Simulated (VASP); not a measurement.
# Fe in VASP: single point with revPBE

Aim: the single point of Fe with revPBE.

Everything below comes from runs of VASP 6.6.1. Logs are shortened: lines on timing, memory, paths and dates and some standing lists are left out, and cuts for length are marked.

## 1. The cell of the first run

The typed cell holds 2 atoms: a = 2.573 Å, b = 2.573 Å, c = 4.416 Å, α = 97.54°, β = 97.54°, γ = 123.34°.

## 2. Single point, revPBE, collinear spin, ferromagnetic start (volume scaled by 0.96)

INCAR

```
SYSTEM = Fe
PREC = Accurate
ENCUT = 520
EDIFF = 1E-6
ISMEAR = -1
SIGMA = 0.05
LREAL = .FALSE.
LASPH = .TRUE.
NELM = 150
ALGO = Normal
ISIF = 2
LWAVE = .FALSE.
LCHARG = .FALSE.
ISPIN = 2
MAGMOM = 2.609 2.609
LORBIT = 11
LMAXMIX = 4
GGA = RE
NBANDS = 19
```

KPOINTS

```
regular mesh
0
G
  17 17 8
  0 0 0
```

POSCAR

```
Fe
1.0
   -1.6015470542      1.6015838448      1.2210004595
    1.6015838448     -1.6015470542      1.2210004595
    3.0009396937      3.0009396937     -1.2209330775
Fe
2
Direct
    0.0000126043      0.9999873957      1.0000000000
    0.7499873957      0.2500126043      0.5000000000
```

Potentials or basis: VASP PAW PBE potentials, release 64 (Fe).

Launch:

```sh
cat potpaw_PBE.64/Fe/POTCAR > POTCAR
mpirun -np 1 vasp_std > vasp.out
```

OUTCAR:

```text
SYSTEM = Fe
   PREC = Accurate
   ENCUT = 520
   EDIFF = 1E-6
   ISMEAR = -1
   LREAL = .FALSE.
   LASPH = .TRUE.
   NELM = 150
   ISIF = 2
   ISPIN = 2
   LORBIT = 11
   GGA = RE

 ion  position               nearest neighbor table
   1  0.000  1.000  0.000-   2 2.48   2 2.48   2 2.48   2 2.48   2 3.02   2 3.02   2 3.02   2 3.02

   2  0.750  0.250  0.500-   1 2.48   1 2.48   1 2.48   1 2.48   1 3.02   1 3.02   1 3.02   1 3.02

  LATTYP: Found a base centered monoclinic cell.
 ALAT       =     2.4420009196
 B/A-ratio  =     1.8549997763
 C/A-ratio  =     1.8083948406
 COS(beta)  =    -0.2764525575

  Lattice vectors:

 A1 = (  -1.6015470542,   1.6015838448,   1.2210004595)
 A2 = (   1.6015838448,  -1.6015470542,   1.2210004595)
 A3 = (   3.0009396937,   3.0009396937,  -1.2209330775)

Analysis of symmetry for initial positions (statically):
=====================================================================
 Subroutine PRICEL returns:
 Original cell was already a primitive cell.

 Routine SETGRP: Setting up the symmetry group for a
 base centered monoclinic supercell.

 Subroutine GETGRP returns: Found  4 space group operations
 (whereof  2 operations were pure point group operations)
 out of a pool of  4 trial point group operations.

The static configuration has the point symmetry C_2 .
 The point group associated with its full space group is C_2h.

Analysis of symmetry for dynamics (positions and initial velocities):
=====================================================================
 Subroutine PRICEL returns:
 Original cell was already a primitive cell.

 Routine SETGRP: Setting up the symmetry group for a
 base centered monoclinic supercell.

 Subroutine GETGRP returns: Found  4 space group operations
 (whereof  2 operations were pure point group operations)
 out of a pool of  4 trial point group operations.

The dynamic configuration has the point symmetry C_2 .
 The point group associated with its full space group is C_2h.

Analysis of structural, dynamic, and magnetic symmetry:
=====================================================================
 Subroutine PRICEL returns:
 Original cell was already a primitive cell.

 Routine SETGRP: Setting up the symmetry group for a
 base centered monoclinic supercell.

 Subroutine GETGRP returns: Found  4 space group operations
 (whereof  2 operations were pure point group operations)
 out of a pool of  4 trial point group operations.

The overall configuration has the point symmetry C_2 .
 The point group associated with its full space group is C_2h.

 Subroutine INISYM returns: Found  4 space group operations
 (whereof  2 operations are pure point group operations),
 and found     1 'primitive' translations

----------------------------------------------------------------------------------------

                                     Primitive cell

  volume of cell :      23.4736

  direct lattice vectors                    reciprocal lattice vectors
    -1.601547054  1.601583845  1.221000459    -0.072795143  0.239399404  0.409497745
     1.601583845 -1.601547054  1.221000459     0.239399404 -0.072795143  0.409497745
     3.000939694  3.000939694 -1.220933078     0.166613457  0.166613457 -0.000005020

  length of vectors
     2.573104332  2.573104332  4.416101864     0.479895417  0.479895417  0.235627010

  position of ions in fractional coordinates (direct lattice)
     0.000012604  0.999987396  0.000000000
     0.749987396  0.250012604  0.500000000

  ion indices of the primitive-cell ions
   primitive index   ion index
                 1           1
                 2           2

----------------------------------------------------------------------------------------

 KPOINTS: regular mesh

Automatic generation of k-mesh.
 Grid dimensions read from file:
 generate k-points for:   17   17    8

 Generating k-lattice:

  Cartesian coordinates                     Fractional coordinates (reciprocal lattice)
    -0.004282067  0.014082318  0.024088103     0.058823529  0.000000000 -0.000000000
     0.014082318 -0.004282067  0.024088103     0.000000000  0.058823529 -0.000000000
     0.020826682  0.020826682 -0.000000628     0.000000000  0.000000000  0.125000000

  Length of vectors
     0.028229142  0.028229142  0.029453376

  Shift w.r.t. Gamma in fractional coordinates (k-lattice)
     0.000000000  0.000000000  0.000000000

 Subroutine IBZKPT returns following result:
 ===========================================

 Found    621 irreducible k-points:

 Following reciprocal coordinates:
            Coordinates               Weight
  0.000000  0.000000  0.000000      1.000000
  0.058824  0.000000 -0.000000      4.000000
  0.117647 -0.000000  0.000000      4.000000
  0.176471  0.000000 -0.000000      4.000000
  0.235294 -0.000000  0.000000      4.000000
  0.294118  0.000000  0.000000      4.000000
[... 16 lines left out ...]
 -0.176471  0.058824  0.000000      4.000000
 -0.117647  0.058824 -0.000000      4.000000
 [... further k-points ...]
   k-points           NKPTS =    621   k-points in BZ     NKDIM =    621   number of bands    NBANDS=     19
   number of dos      NEDOS =    301   number of ions     NIONS =      2
   total plane-waves  NPLWV =  14400
   dimension x,y,z NGX =    20 NGY =   20 NGZ =   36
   dimension x,y,z NGXF=    40 NGYF=   40 NGZF=   72
   ions per type =               2
   NGX,Y,Z   is equivalent  to a cutoff of  12.92, 12.92, 13.55 a.u.
   NGXF,Y,Z  is equivalent  to a cutoff of  25.84, 25.84, 27.10 a.u.
 SYSTEM =  Fe
   PREC   = accura    normal or accurate (medium, high low for compatibility)
   ISTART =      0    job   : 0-new  1-cont  2-samecut
   ICHARG =      2    charge: 1-file 2-atom 10-const
   ISPIN  =      2    spin polarized calculation?
   LNONCOLLINEAR =      F non collinear calculations
   LSORBIT =      F    spin-orbit coupling
   LASPH  =      T    aspherical Exc in radial PAW
   ENCUT  =  520.0 eV  38.22 Ry    6.18 a.u.   4.78  4.78  8.21*2*pi/ulx,y,z
   NELM   =    150;   NELMIN=  2; NELMDL= -5     # of ELM steps
   EDIFF  = 0.1E-05   stopping-criterion for ELM
   LREAL  =      F    real-space projection
   EDIFFG = 0.1E-04   stopping-criterion for IOM
   NSW    =      0    number of steps for IOM
   IBRION =     -1    ionic relax: 0-MD 1-quasi-New 2-CG
   NFREE  =      0    steps in history (QN), initial steepest desc. (CG)
   ISIF   =      2    stress and relaxation
   ISYM   =      2    0-nonsym 1-usesym 2-fastsym
   POTIM  = 0.5000    time-step for ionic-motion
   TEBEG  =    0.0;   TEEND  =   0.0 temperature during run
   PSTRESS=    0.0 pullay stress
   NELECT =      16.0000    total number of electrons
   NUPDOWN=      -1.0000    fix difference up-down
   EMIN   =  10.00;   EMAX   =-10.00  energy-range for DOS
   EFERMI =   0.00;   METHOD = LEGACY
   ISMEAR =    -1;   SIGMA  =   0.05  broadening in eV -4-tet -1-fermi 0-gaus
   EFERMI_NEDOS =   21; number of points for ismear=-14 and -15
   IALGO  =     38    algorithm
   IMIX   =      4    mixing-type and parameters
     AMIX     =   0.40;   BMIX     =  1.00
     AMIX_MAG =   1.60;   BMIX_MAG =  1.00
  volume/ion in A,a.u.               =      11.74        79.20
  Fermi-wavevector in a.u.,A,eV,Ry     =   1.440748  2.722619 28.242357  2.075755
  Thomas-Fermi vector in A             =   2.559457
   LORBIT       =     11    0 simple, 1 ext, 2 COOP (PROOUT), +10 PAW based schemes
   GGA     = RE    functional components
   LHFCALC =     F    Hartree Fock is set to
   AEXX    =    0.0000 exact exchange contribution
   IVDW    =     0    specifies the selected vdW correction
   LEPSILON=     F    determine dielectric tensor
   LRPA    =     F    only Hartree local field effects (RPA)
 spin polarized calculation
  energy-cutoff  :      520.00
  volume of cell :       23.47
 maximum number of plane-waves:       652
   NGX =  9   NGY =  9   NGZ = 17

 number of electron      16.0000002 magnetization       4.9825838

 Free energy of the ion-electron system (eV)
  ---------------------------------------------------
  ext. energy  EPLUGINS =         0.00000000
  ---------------------------------------------------
  free energy    TOTEN  =       -15.50503612 eV

  energy without entropy =      -15.49236774  energy(sigma->0) =      -15.49870193

 E-fermi :   5.7339     XC(G=0): -12.8473

 val. band max:        5.7332721026   @ k =  -0.0000  -0.0000   0.3750
 cond. band min:       5.7341167850   @ k =  -0.4118   0.0588   0.3750
 fundamental gap:      0.0008446825
 Fermi energy:         5.7338576470

 spin component 1

 k-point     1 :       0.0000    0.0000    0.0000
  band No.  band energies     occupation
      1      -2.6485      1.00000
      2       0.9000      1.00000
      3       2.9047      1.00000
      4       3.0645      1.00000
      5       3.6790      1.00000
      6       3.7461      1.00000
[... 11 lines left out ...]
     18      31.5540      0.00000
     19      32.5550      0.00000
[... 485 lines left out ...]
 k-point    24 :      -0.1176    0.0588   -0.0000
  band No.  band energies     occupation
      1      -2.2951      1.00000
      2       1.1311      1.00000
      3       2.9023      1.00000
      4       3.0020      1.00000
      5       3.6228      1.00000
      6       3.6857      1.00000
[... 11 lines left out ...]
     18      31.0784      0.00000
     19      31.4623      0.00000

 [... further k-points ...]

 spin component 2

 k-point     1 :       0.0000    0.0000    0.0000
  band No.  band energies     occupation
      1      -2.4598      1.00000
      2       2.1883      1.00000
      3       4.9379      1.00000
      4       5.2752      0.99990
      5       5.4694      0.99497
      6       6.1452      0.00027
[... 11 lines left out ...]
     18      32.1065      0.00000
     19      32.6558      0.00000
[... 485 lines left out ...]
 k-point    24 :      -0.1176    0.0588   -0.0000
  band No.  band energies     occupation
      1      -2.1042      1.00000
      2       2.4475      1.00000
      3       4.8830      1.00000
      4       5.0835      1.00000
      5       5.1874      0.99998
      6       6.1178      0.00046
[... 11 lines left out ...]
     18      31.2817      0.00000
     19      31.7641      0.00000

 [... further k-points ...]
[... 5 lines left out ...]
  --------------------------------------------------------------------------------------
  -------------------------------------------------------------------------------------
  Total        1.0086789      1.0086789      0.8585172     -0.0875754     -0.0006412     -0.0006398
  in kB       68.8466948     68.8466948     58.5975092     -5.9774019     -0.0437648     -0.0436709
  external PRESSURE =      65.4302996 kB  Pullay stress =       0.0000000 kB

 VOLUME and BASIS-vectors are now :
 -----------------------------------------------------------------------------
  energy-cutoff  :      520.00
  volume of cell :       23.47
      direct lattice vectors                 reciprocal lattice vectors
    -1.601547054  1.601583845  1.221000459    -0.072795143  0.239399404  0.409497745
     1.601583845 -1.601547054  1.221000459     0.239399404 -0.072795143  0.409497745
     3.000939694  3.000939694 -1.220933078     0.166613457  0.166613457 -0.000005020

 POSITION                                       TOTAL-FORCE (eV/Angst)
 -----------------------------------------------------------------------------------
      1.60154     -1.60151      1.22100        -0.000352      0.000352      0.000000
      0.69975      2.30123      0.61053         0.000352     -0.000352     -0.000000
 -----------------------------------------------------------------------------------
    total drift:                                0.000000      0.000000     -0.000000

  FREE ENERGIE OF THE ION-ELECTRON SYSTEM (eV)
  ---------------------------------------------------
  free  energy   TOTEN  =       -15.5050361179 eV

  energy  without entropy=      -15.4923677391  energy(sigma->0) =      -15.49870193

 total charge

# of ion       s       p       d       tot
------------------------------------------
    1        0.481   0.517   6.217   7.214
    2        0.481   0.517   6.217   7.214
--------------------------------------------------
tot          0.962   1.033  12.433  14.428

 magnetization (x)

# of ion       s       p       d       tot
------------------------------------------
    1       -0.016  -0.055   2.561   2.490
    2       -0.016  -0.055   2.561   2.490
--------------------------------------------------
tot         -0.032  -0.110   5.122   4.979
```

Wall time 5 min (1 thread of Intel Xeon 6975P-C, shared host); peak memory 0.46 GiB.

Results:

```yaml
Free_energy: -15.5050 eV
Pressure: 6.5 GPa
Net_moment: 4.98 μB per cell
Site_moments: Fe +2.49 μB
Valence_electrons_inside_the_program's_atomic_spheres: Fe 7.21
```

Stress tensor (GPa, compression positive):
```
 6.88 -0.60  0.00
-0.60  6.88  0.00
 0.00  0.00  5.86
```

Caveat: the PAW data sets were made with another functional, which shifts forces and pressure a little.
